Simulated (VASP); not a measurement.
Here is a VASP 6.6.1 calculation.

The input INCAR:

```
PREC = Accurate
ENCUT = 600
EDIFF = 1E-6
ISMEAR = 0
SIGMA = 0.1
LREAL = F
LASPH = T
NELM = 80
ALGO = Fast
ISIF = 3
LWAVE = F
LCHARG = F
GGA = PE
IBRION = 2
NSW = 90
EDIFFG = -0.04
```

Contents of KPOINTS:

```
Automatic mesh
0
Gamma
  4 4 4
```

The input POSCAR:

```
In3As
1.0
   -2.9013902400      2.9013902400      3.3570385400
    2.9013902400     -2.9013902400      3.3570385400
    2.9013902400      2.9013902400     -3.3570385400
In As
3 1
Direct
    0.5000000000      0.5000000000      0.0000000000
    0.5000000000      0.0000000000      0.5000000000
    0.0000000000      0.5000000000      0.5000000000
    0.0000000000      0.0000000000      0.0000000000
```

Potentials or basis: VASP PAW PBE potentials, release 64 (In_d, As).

The run is started by

```sh
$ cat potpaw_PBE.64/In_d/POTCAR potpaw_PBE.64/As/POTCAR > POTCAR
$ mpirun -np 1 vasp_std > vasp.out
```

(1) Predict the band gap on the k mesh.

(2) What does it give for the relaxed cell?

## Answers

(1) zero (band 22 reaches 7.07 eV, above the bottom of band 23 at 5.23 eV).

(2) a = 5.166 Å, b = 5.166 Å, c = 5.166 Å, α = 109.48°, β = 109.48°, γ = 109.46°.

Caveat: the k points lie up to 0.37 Å⁻¹ apart in the final cell; spin-orbit coupling is left out, which moves the levels of the heavy elements.
